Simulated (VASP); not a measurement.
Input of a VASP 6.6.1 run:

File POSCAR:

```
ScSi2
1.0
    3.6600000000      0.0000000000      0.0000000000
   -1.8300000000      3.1696530000      0.0000000000
    0.0000000000      0.0000000000      3.8700000000
Sc Si
1 2
Direct
    0.0000000000      0.0000000000      0.0000000000
    0.3333333333      0.6666666667      0.5000000000
    0.6666666667      0.3333333333      0.5000000000
```

File INCAR.step1:

```
PREC = Accurate
ENCUT = 520
ISMEAR = 1
SIGMA = 0.15
LREAL = F
LASPH = T
NELM = 150
ISPIN = 2
MAGMOM = 0 0 0
LMAXMIX = 4
NBANDS = 20
GGA = PE
ALGO = Normal
EDIFF = 1E-4
LWAVE = T
LCHARG = F
```

Contents of INCAR.step2:

```
PREC = Accurate
ENCUT = 520
EDIFF = 1E-6
ISMEAR = 1
SIGMA = 0.15
LREAL = F
LASPH = T
NELM = 150
ALGO = Normal
ISIF = 2
LWAVE = F
LCHARG = F
ISPIN = 2
MAGMOM = 0 0 0
LORBIT = 11
LMAXMIX = 4
METAGGA = R2SCAN
LMIXTAU = T
IVDW = 12
VDW_S6 = 1.0
VDW_S8 = 0.78981345
VDW_A1 = 0.49484001
VDW_A2 = 5.73083694
NBANDS = 20
ISTART = 1
```

File KPOINTS:

```
Automatic mesh
0
Gamma
  7 7 6
```

Potentials or basis: VASP PAW PBE potentials, release 64 (Sc_sv, Si).

Run with:

```bash
$ cat potpaw_PBE.64/Sc_sv/POTCAR potpaw_PBE.64/Si/POTCAR > POTCAR
$ cp INCAR.step1 INCAR
$ mpirun -np 1 vasp_std > vasp.out
$ cp INCAR.step2 INCAR
$ mpirun -np 1 vasp_std > vasp.out
```

Task: Estimate the net moment.

Result: 0.00 μB per cell.

Task: Estimate the pressure.

Result: 21.9 GPa.

Stress tensor (GPa, compression positive):
```
33.62  0.00  0.00
 0.00 33.62  0.00
 0.00  0.00 -1.40
```

Caveat: three body term missing; the PAW data sets were made with another functional, which shifts forces and pressure a little; pairwise dispersion overbinds metals, which lowers pressure and volume.
